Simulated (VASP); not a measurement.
## Re: single point with PBEsol

The system is Re.

```
CELL_PARAMETERS angstrom
2.75047 0.00000 0.00000
-1.37523 2.38198 0.00000
0.00000 0.00000 4.44347
ATOMIC_POSITIONS crystal
Re 0.66667 0.33333 0.75000
Re 0.33333 0.66667 0.25000
```

| Quantity | Value |
| --- | --- |
| Program | VASP 6.6.1 |
| Task | single point |
| Functional | PBEsol |
| Potentials or basis | VASP PAW PBE potentials, release 64 (Re) |
| Cutoff | 520 eV |
| k mesh | 11 × 11 × 6 |
| Occupations | fermi-dirac, width 0.05 eV |
| Spin | no spin polarisation |
| Dipole correction | no |
| Further INCAR settings | ALGO = Normal; EDIFF = 1e-06; NBANDS = 14 |

```json
{
 "Pressure": "-0.1 GPa",
 "Band gap on the k mesh": "zero (bands 7 and 8 overlap by 3.12 eV)"
}
```

Stress tensor (GPa, compression positive):
```
 0.00  0.00  0.00
 0.00  0.00  0.00
 0.00  0.00 -0.16
```

Levels at points of the mesh, in eV from the Fermi level:
```
           k point  band 3  band 4  band 5  band 6  band 7  band 8  band 9  band 10  band 11  band 12
(0.00, 0.00, 0.00)   -1.62   -1.62   -1.62   -0.77   -0.77    0.18    0.18     0.62     3.41     3.41
(0.00, 0.00, 0.50)   -2.43   -2.43   -1.75   -1.75   -1.75   -1.75    2.59     2.59     2.59     2.59
```

Run time: 30 s on 1 thread of Intel Xeon 8259CL, with other jobs on the host, peak memory 0.15 GiB.

Caveat: the PAW data sets were made with another functional, which shifts forces and pressure a little; spin-orbit coupling is left out, which moves the levels of the heavy elements.
